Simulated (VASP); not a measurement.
# TiO2 (P4_2/mnm) in VASP: a series of runs

TiO2 is run at these levels: PBE+D3(BJ), r2SCAN; tasks: relaxation of cell and atoms.

Everything below comes from runs of VASP 6.6.1. Logs are shortened: lines on timing, memory, paths and dates and some standing lists are left out, and cuts for length are marked.

## Step 1: The cell of the first run

It takes space group P4_2/mnm (No. 136, tetragonal). Conventional cell: a = 4.592 Å, b = 4.592 Å, c = 2.957 Å, α = 90.00°, β = 90.00°, γ = 90.00°. Ti (site symmetry mmm) has 6 O at 1.95 to 1.98 Å within 2.6 Å. Within 2.6 Å of O (site symmetry m2m) lie 3 Ti at 1.95 to 1.98 Å and 1 O at 2.53 Å.

## Step 2: Relaxation of cell and atoms, PBE+D3(BJ)

Contents of INCAR:

```
SYSTEM = TiO2
  ALGO = Normal
  EDIFF = 1E-6
  EDIFFG = -0.02
  ENCUT = 600
  GGA = PE
  IBRION = 2
  ISIF = 3
  ISMEAR = 0
  IVDW = 12
  LASPH = .TRUE.
  LCHARG = .FALSE.
  LREAL = .FALSE.
  LWAVE = .FALSE.
  NELM = 80
  NSW = 100
  PREC = Accurate
  SIGMA = 0.01
```

Contents of KPOINTS:

```
k-points
0
G
  4 4 6
  0 0 0
```

Contents of POSCAR:

```
TiO2
1.0
    4.5922000000      0.0000000000      0.0000000000
    0.0000000000      4.5922000000      0.0000000000
    0.0000000000      0.0000000000      2.9574000000
Ti O
2 4
Direct
    0.0000000000      0.0000000000      0.0000000000
    0.5000000000      0.5000000000      0.5000000000
    0.3049600000      0.3049600000      0.0000000000
    0.1950400000      0.8049600000      0.5000000000
    0.6950400000      0.6950400000      0.0000000000
    0.8049600000      0.1950400000      0.5000000000
```

Potentials or basis: VASP PAW PBE potentials, release 64 (Ti_sv, O).

Run with:

```sh
> cat potpaw_PBE.64/Ti_sv/POTCAR potpaw_PBE.64/O/POTCAR > POTCAR
> mpirun -np 1 vasp_std > vasp.out
```

OUTCAR:

```text
SYSTEM = TiO2
   EDIFF = 1E-6
   EDIFFG = -0.02
   ENCUT = 600
   GGA = PE
   IBRION = 2
   ISIF = 3
   ISMEAR = 0
   IVDW = 12
   LASPH = .TRUE.
   LREAL = .FALSE.
   NELM = 80
   NSW = 100
   PREC = Accurate
 IVDW          = 12

 ion  position               nearest neighbor table
   1  0.000  0.000  0.000-   4 1.95   6 1.95   4 1.95   6 1.95   5 1.98   3 1.98
   2  0.500  0.500  0.500-   3 1.95   5 1.95   3 1.95   5 1.95   4 1.98   6 1.98
   3  0.305  0.305  0.000-   2 1.95   2 1.95   1 1.98
   4  0.195  0.805  0.500-   1 1.95   1 1.95   2 1.98
   5  0.695  0.695  0.000-   2 1.95   2 1.95   1 1.98
   6  0.805  0.195  0.500-   1 1.95   1 1.95   2 1.98

  LATTYP: Found a simple tetragonal cell.
 ALAT       =     4.5922000000
 C/A-ratio  =     0.6440050520

  Lattice vectors:

 A1 = (   4.5922000000,   0.0000000000,   0.0000000000)
 A2 = (   0.0000000000,   4.5922000000,   0.0000000000)
 A3 = (   0.0000000000,   0.0000000000,   2.9574000000)

Analysis of symmetry for initial positions (statically):
=====================================================================
 Subroutine PRICEL returns:
 Original cell was already a primitive cell.

 Routine SETGRP: Setting up the symmetry group for a
 simple tetragonal supercell.

 Subroutine GETGRP returns: Found 16 space group operations
 (whereof  8 operations were pure point group operations)
 out of a pool of 16 trial point group operations.

The static configuration has the point symmetry D_2h.
 The point group associated with its full space group is D_4h.

Analysis of symmetry for dynamics (positions and initial velocities):
=====================================================================
 Subroutine PRICEL returns:
 Original cell was already a primitive cell.

 Routine SETGRP: Setting up the symmetry group for a
 simple tetragonal supercell.

 Subroutine GETGRP returns: Found 16 space group operations
 (whereof  8 operations were pure point group operations)
 out of a pool of 16 trial point group operations.

The dynamic configuration has the point symmetry D_2h.
 The point group associated with its full space group is D_4h.

 Subroutine INISYM returns: Found 16 space group operations
 (whereof  8 operations are pure point group operations),
 and found     1 'primitive' translations

----------------------------------------------------------------------------------------

                                     Primitive cell

  volume of cell :      62.3665

  direct lattice vectors                    reciprocal lattice vectors
     4.592200000  0.000000000  0.000000000     0.217760550  0.000000000  0.000000000
     0.000000000  4.592200000  0.000000000     0.000000000  0.217760550  0.000000000
     0.000000000  0.000000000  2.957400000     0.000000000  0.000000000  0.338134848

  length of vectors
     4.592200000  4.592200000  2.957400000     0.217760550  0.217760550  0.338134848

  position of ions in fractional coordinates (direct lattice)
     0.000000000  0.000000000  0.000000000
     0.500000000  0.500000000  0.500000000
     0.304960000  0.304960000  0.000000000
     0.195040000  0.804960000  0.500000000
     0.695040000  0.695040000  0.000000000
     0.804960000  0.195040000  0.500000000

  ion indices of the primitive-cell ions
   primitive index   ion index
                 1           1
                 2           2
                 3           3
                 4           4
                 5           5
                 6           6

----------------------------------------------------------------------------------------

 KPOINTS: k-points

Automatic generation of k-mesh.
 Grid dimensions read from file:
 generate k-points for:    4    4    6

 Generating k-lattice:

  Cartesian coordinates                     Fractional coordinates (reciprocal lattice)
     0.054440138  0.000000000  0.000000000     0.250000000  0.000000000  0.000000000
     0.000000000  0.054440138  0.000000000     0.000000000  0.250000000  0.000000000
     0.000000000  0.000000000  0.056355808     0.000000000  0.000000000  0.166666667

  Length of vectors
     0.054440138  0.054440138  0.056355808

  Shift w.r.t. Gamma in fractional coordinates (k-lattice)
     0.000000000  0.000000000  0.000000000

 Subroutine IBZKPT returns following result:
 ===========================================

 Found     24 irreducible k-points:

 Following reciprocal coordinates:
            Coordinates               Weight
  0.000000  0.000000  0.000000      1.000000
  0.250000  0.000000  0.000000      4.000000
  0.500000  0.000000  0.000000      2.000000
  0.250000  0.250000  0.000000      4.000000
  0.500000  0.250000  0.000000      4.000000
  0.500000  0.500000  0.000000      1.000000
[... 16 lines left out ...]
  0.500000  0.250000  0.500000      4.000000
  0.500000  0.500000  0.500000      1.000000
   k-points           NKPTS =     24   k-points in BZ     NKDIM =     24   number of bands    NBANDS=     28
   number of dos      NEDOS =    301   number of ions     NIONS =      6
   total plane-waves  NPLWV =  38400
   dimension x,y,z NGX =    40 NGY =   40 NGZ =   24
   dimension x,y,z NGXF=    80 NGYF=   80 NGZF=   48
   ions per type =               2   4
   NGX,Y,Z   is equivalent  to a cutoff of  14.48, 14.48, 13.49 a.u.
   NGXF,Y,Z  is equivalent  to a cutoff of  28.96, 28.96, 26.98 a.u.
 SYSTEM =  TiO2
   PREC   = accura    normal or accurate (medium, high low for compatibility)
   ISTART =      0    job   : 0-new  1-cont  2-samecut
   ICHARG =      2    charge: 1-file 2-atom 10-const
   ISPIN  =      1    spin polarized calculation?
   LNONCOLLINEAR =      F non collinear calculations
   LSORBIT =      F    spin-orbit coupling
   LASPH  =      T    aspherical Exc in radial PAW
   ENCUT  =  600.0 eV  44.10 Ry    6.64 a.u.   9.17  9.17  5.91*2*pi/ulx,y,z
   NELM   =     80;   NELMIN=  2; NELMDL= -5     # of ELM steps
   EDIFF  = 0.1E-05   stopping-criterion for ELM
   LREAL  =      F    real-space projection
   EDIFFG = -.2E-01   stopping-criterion for IOM
   NSW    =    100    number of steps for IOM
   IBRION =      2    ionic relax: 0-MD 1-quasi-New 2-CG
   NFREE  =      1    steps in history (QN), initial steepest desc. (CG)
   ISIF   =      3    stress and relaxation
   ISYM   =      2    0-nonsym 1-usesym 2-fastsym
   POTIM  = 0.5000    time-step for ionic-motion
   TEBEG  =    0.0;   TEEND  =   0.0 temperature during run
   PSTRESS=    0.0 pullay stress
   NELECT =      48.0000    total number of electrons
   NUPDOWN=      -1.0000    fix difference up-down
   EMIN   =  10.00;   EMAX   =-10.00  energy-range for DOS
   EFERMI =   0.00;   METHOD = LEGACY
   ISMEAR =     0;   SIGMA  =   0.01  broadening in eV -4-tet -1-fermi 0-gaus
   EFERMI_NEDOS =   21; number of points for ismear=-14 and -15
   IALGO  =     38    algorithm
   IMIX   =      4    mixing-type and parameters
     AMIX     =   0.40;   BMIX     =  1.00
     AMIX_MAG =   1.60;   BMIX_MAG =  1.00
  volume/ion in A,a.u.               =      10.39        70.15
  Fermi-wavevector in a.u.,A,eV,Ry     =   1.500277  2.835112 30.624403  2.250830
  Thomas-Fermi vector in A             =   2.611798
   LORBIT       =      0    0 simple, 1 ext, 2 COOP (PROOUT), +10 PAW based schemes
   GGA     = PE    functional components
   LHFCALC =     F    Hartree Fock is set to
   AEXX    =    0.0000 exact exchange contribution
   IVDW    =    12    specifies the selected vdW correction
   LEPSILON=     F    determine dielectric tensor
   LRPA    =     F    only Hartree local field effects (RPA)
 conjugate gradient relaxation of ions
 non-spin polarized calculation
 Gauss-broadening in eV      SIGMA  =   0.01
  energy-cutoff  :      600.00
  volume of cell :       62.37
 maximum number of plane-waves:      2104
 NGX is ok and might be reduce to    40
   NGX = 19   NGY = 19   NGZ = 11

--------------------------------------- Ionic step        1  -------------------------------------------

 number of electron      47.9999989 magnetization

 Free energy of the ion-electron system (eV)
  ---------------------------------------------------
  ext. energy  EPLUGINS =         0.00000000
  ---------------------------------------------------
  free energy    TOTEN  =       -53.64977336 eV

  energy without entropy =      -53.64977336  energy(sigma->0) =      -53.64977336

------------------------ aborting loop because EDIFF is reached ----------------------------------------

 Edisp (eV)   -1.49341

 E8    (eV) :    -0.5946

  FORCE on cell =-STRESS in cart. coord.  units (eV):
  Direction    XX          YY          ZZ          XY          YZ          ZX
  --------------------------------------------------------------------------------------
  -------------------------------------------------------------------------------------
  Total       0.78361     0.78361     0.60177     0.00000     0.00000     0.00000
  in kB      20.13078    20.13078    15.45922     0.00000     0.00000     0.00000
  external pressure =       18.57 kB  Pullay stress =        0.00 kB
[... 113 lines left out ...]
  energy  without entropy=      -55.1468422815  energy(sigma->0) =      -55.14684228

--------------------------------------- Ionic step        4  -------------------------------------------

 number of electron      47.9999986 magnetization

 Free energy of the ion-electron system (eV)
  ---------------------------------------------------
  ext. energy  EPLUGINS =         0.00000000
  ---------------------------------------------------
  free energy    TOTEN  =       -53.66537650 eV

  energy without entropy =      -53.66537650  energy(sigma->0) =      -53.66537650

 E-fermi :   4.8626     XC(G=0): -11.3780

 val. band max:        4.7844477313   @ k =   0.0000   0.0000   0.0000
 cond. band min:       6.6158629593   @ k =   0.0000   0.0000   0.0000
 fundamental gap:      1.8314152281
 Fermi energy:         4.8625913132

 k-point     1 :       0.0000    0.0000    0.0000
  band No.  band energies     occupation
      1     -52.1636      2.00000
      2     -52.1471      2.00000
      3     -28.4650      2.00000
      4     -28.4650      2.00000
      5     -28.3047      2.00000
      6     -28.3047      2.00000
[... 770 lines left out ...]
  FREE ENERGIE OF THE ION-ELECTRON SYSTEM (eV)
  ---------------------------------------------------
  free  energy   TOTEN  =       -55.1472802800 eV

  energy  without entropy=      -55.1472802800  energy(sigma->0) =      -55.14728028

 reached required accuracy - stopping structural energy minimisation
```

Run time: 2.4 min. Hardware: 1 thread of Intel Xeon Platinum 8259CL at 2.50GHz (Skylake/Cascade Lake), shared host; peak memory 0.22 GiB.

What came out:

- Free energy: -55.1473 eV
- Relaxed volume: 10.47 Å³/atom
- Relaxed cell: a = 4.608 Å, b = 4.608 Å, c = 2.959 Å, α = 90.00°, β = 90.00°, γ = 90.00°
- Space group after relaxing (to 0.1 Å): P4_2/mnm (No. 136)
- Energy gained by relaxing: 0.7 meV/atom
- Ionic steps: 4
- Pressure after relaxing: 0.0 GPa
- Band gap on the k mesh: 1.83 eV
- Dispersion energy per atom: -0.247 eV

Forces on the atoms (eV/Å):
```
Ti   0.000  0.000  0.000
Ti   0.000  0.000  0.000
O   -0.002 -0.002  0.000
O    0.002 -0.002  0.000
O    0.002  0.002  0.000
O   -0.002  0.002  0.000
```

Step by step:
```tsv
step	energy change (eV)	largest force (eV/Å)	pressure (GPa)	volume (Å³)
1	0.0000	0.1277	1.86	62.37
2	0.0013	0.0783	-2.42	63.46
3	-0.0037	0.0300	-0.15	62.87
4	-0.0041	0.0025	-0.04	62.84
```

Final structure:
```yaml
crystal:
  lattice:
    - [4.60844, 0.00000, 0.00000]
    - [0.00000, 4.60844, 0.00000]
    - [0.00000, 0.00000, 2.95874]
  atoms:
    - { symbol: Ti, position: [0.00000, 0.00000, 0.00000] }
    - { symbol: Ti, position: [0.50000, 0.50000, 0.50000] }
    - { symbol: O, position: [0.30428, 0.30428, 0.00000] }
    - { symbol: O, position: [0.19572, 0.80428, 0.50000] }
    - { symbol: O, position: [0.69572, 0.69572, 0.00000] }
    - { symbol: O, position: [0.80428, 0.19572, 0.50000] }
```

A k mesh can miss the band edges. A hybrid or GW would open this gap; PBE tends to underestimate it.

## Step 3: Relaxation of cell and atoms, r2SCAN

POSCAR is that of step 2.

Contents of INCAR.step1:

```
PREC = Accurate
ENCUT = 600
ISMEAR = 0
SIGMA = 0.01
LREAL = F
LASPH = T
NELM = 100
GGA = PE
ALGO = Normal
EDIFF = 1E-4
LWAVE = T
LCHARG = F
```

Contents of INCAR.step2:

```
PREC = Accurate
ENCUT = 600
EDIFF = 1E-6
ISMEAR = 0
SIGMA = 0.01
LREAL = F
LASPH = T
NELM = 100
ALGO = Normal
ISIF = 3
LWAVE = F
LCHARG = F
METAGGA = R2SCAN
LMIXTAU = T
IBRION = 2
NSW = 100
EDIFFG = -0.02
ISTART = 1
```

Contents of KPOINTS:

```
Automatic mesh
0
Gamma
  4 4 6
```

Potentials or basis: VASP PAW PBE potentials, release 64 (Ti_sv, O).

Run with:

```sh
> cat potpaw_PBE.64/Ti_sv/POTCAR potpaw_PBE.64/O/POTCAR > POTCAR
> cp INCAR.step1 INCAR
> mpirun -np 1 vasp_std > vasp.out
> cp INCAR.step2 INCAR
> mpirun -np 1 vasp_std > vasp.out
```

Wall time 8.9 min (1 thread of Intel Xeon Platinum 8259CL at 2.50GHz (Skylake/Cascade Lake), shared host); peak memory 0.23 GiB.

The run converged. Its results:

- Free energy: -69.8061 eV
- Relaxed volume: 10.45 Å³/atom
- Relaxed cell: a = 4.599 Å, b = 4.599 Å, c = 2.963 Å, α = 90.00°, β = 90.00°, γ = 90.00°
- Space group after relaxing (to 0.1 Å): P4_2/mnm (No. 136)
- Energy gained by relaxing: 0.2 meV/atom
- Ionic steps: 4
- Pressure after relaxing: -0.1 GPa
- Largest force after relaxing: 0.020 eV/Å
- Band gap on the k mesh: 2.22 eV

Forces in eV/Å, atoms in the order of the input:
```
Ti   0.000  0.000  0.000
Ti   0.000  0.000  0.000
O   -0.014 -0.014  0.000
O    0.014 -0.014  0.000
O    0.014  0.014  0.000
O   -0.014  0.014  0.000
```

Stress tensor (GPa, compression positive):
```
 0.00  0.00  0.00
 0.00  0.00  0.00
 0.00  0.00 -0.26
```

Step by step:
| step | energy change (eV) | largest force (eV/Å) | pressure (GPa) | volume (Å³) |
| --- | --- | --- | --- | --- |
| 1 | 0.0000 | 0.0803 | 1.23 | 62.37 |
| 2 | 0.0014 | 0.0595 | -1.85 | 63.09 |
| 3 | -0.0014 | 0.0214 | -0.05 | 62.66 |
| 4 | -0.0014 | 0.0198 | -0.09 | 62.67 |

Final structure:
```xyz
6
Lattice="4.5994 0.0000 0.0000 0.0000 4.5994 0.0000 0.0000 0.0000 2.9625" Properties=species:S:1:pos:R:3 pbc="T T T"
Ti    4.5994    0.0000    2.9625
Ti    2.2997    2.2997    1.4813
O     1.4015    1.4015    2.9625
O     0.8982    3.7012    1.4813
O     3.1979    3.1979    0.0000
O     3.7012    0.8982    1.4813
```

Levels at points of the mesh, in eV from the valence-band top:
```tsv
k point	band 22	band 23	band 24	band 25	band 26	band 27
(0.00, 0.00, 0.00)	-0.49	-0.49	0.00	2.22	2.54	2.76
(0.50, 0.00, 0.00)	-1.71	-0.77	-0.77	2.90	2.90	3.38
(0.50, 0.50, 0.00)	-1.39	-1.12	-1.12	2.26	2.26	2.88
(0.00, 0.00, 0.50)	-2.39	-1.48	-1.48	3.31	3.31	3.55
(0.50, 0.00, 0.50)	-2.07	-1.09	-1.09	2.28	2.28	3.57
(0.50, 0.50, 0.50)	-1.31	-0.72	-0.72	2.95	2.95	3.58
```

Caveat: the PAW data sets were made with another functional, which shifts forces and pressure a little. r2SCAN opens gaps a little over a GGA but as a rule still falls short of measured ones.
